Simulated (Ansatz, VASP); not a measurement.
# FeRe6Pb2 in VASP and in Ansatz

```
CELL_PARAMETERS angstrom
7.11225 0.00000 0.00000
-3.55612 6.15939 0.00000
0.00000 0.00000 3.65884
ATOMIC_POSITIONS crystal
Pb 0.33330 0.66670 0.00000
Pb 0.66670 0.33330 0.00000
Re 0.24200 0.00000 0.00000
Re 0.75800 0.75800 0.00000
Re 0.00000 0.24200 0.00000
Re 0.59700 0.00000 0.50000
Re 0.40300 0.40300 0.50000
Re 0.00000 0.59700 0.50000
Fe 0.00000 0.00000 0.50000
```

Alike in both runs: task single point; functional PBE; k mesh 3 × 3 × 5; no spin polarisation.

|  | VASP | Ansatz |
| --- | --- | --- |
| version | VASP 6.6.1 | Ansatz 0.2.0 |
| potentials or method | VASP PAW PBE potentials, release 64 (Pb_d, Re, Fe), cutoff 520 eV | PAW plane waves |
| occupations | fermi-dirac, width 0.1 eV | fermi-dirac |
| valence electrons in the cell | 78 | 134 |

```csv
,VASP,Ansatz,Ansatz less VASP
gap on the k mesh at the Fermi level (eV),none,none,-
pressure (GPa),-14.1,-13.7,+0.35
"traceless stress, the component that is largest in VASP (GPa)",-0.96,-0.91,+0.052
rms of the force components (eV/Å),1.267,1.259,-0.0081
```

Atom by atom the forces differ by 0.017 eV/Å (rms over components). A gap of «none» marks a metal or a gap that the smearing closes. VASP's potentials hold 78 valence electrons a cell and Ansatz's 134, so a difference there can come from the potentials and not from the codes.

Neither program's run includes spin-orbit coupling.
